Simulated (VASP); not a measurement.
The system is CaS.

```xyz
2
Lattice="0.0000 2.8479 2.8479 2.8479 0.0000 2.8479 2.8479 2.8479 0.0000" Properties=species:S:1:pos:R:3 pbc="T T T"
Ca    0.0000    0.0000    0.0000
S     2.8479    2.8479    2.8479
```

Base run:

```yaml
Program: VASP 6.6.1
Functional: PBE
Potentials_or_basis: VASP PAW PBE potentials, release 64 (Ca_sv, S)
Cutoff: 500 eV
k_mesh: 6 × 6 × 6
Occupations: gaussian, width 0.01 eV
Spin: no spin polarisation
```

Its results: band gap on the k mesh 2.36 eV (least direct gap 3.16 eV); pressure 0.6 GPa.

Task: The run is repeated on the same cell with these changes: dispersion from none to D3(BJ). What comes out?

Result: Band gap on the k mesh 2.36 eV (least direct gap 3.16 eV); pressure -1.7 GPa.

Dispersion adds attraction, which lowers the pressure at fixed volume and, as a term added to the energy, leaves the levels alone.

A k mesh can miss the band edges.
